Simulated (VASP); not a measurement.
A run of VASP 6.6.1 is set up as follows.

The input INCAR:

```
SYSTEM = Cu
PREC = Accurate ; ENCUT = 520
EDIFF = 1E-6 ; ISMEAR = -1
SIGMA = 0.1 ; LREAL = .FALSE.
LASPH = .TRUE. ; NELM = 60
ALGO = Normal ; ISIF = 2
LWAVE = .FALSE. ; LCHARG = .FALSE.
GGA = PE ; NBANDS = 12
```

KPOINTS

```
regular mesh
0
G
  11 11 11
  0 0 0
```

POSCAR

```
Cu
1.0
    0.0000000000      1.8075000000      1.8075000000
    1.8075000000      0.0000000000      1.8075000000
    1.8075000000      1.8075000000      0.0000000000
Cu
1
Direct
    0.0000000000      0.0000000000      0.0000000000
```

Potentials or basis: VASP PAW PBE potentials, release 64 (Cu).

The run is started by

```console
$ cat potpaw_PBE.64/Cu/POTCAR > POTCAR
$ mpirun -np 1 vasp_std > vasp.out
```

(1) Predict the pressure.

Results:

(1) 2.1 GPa.
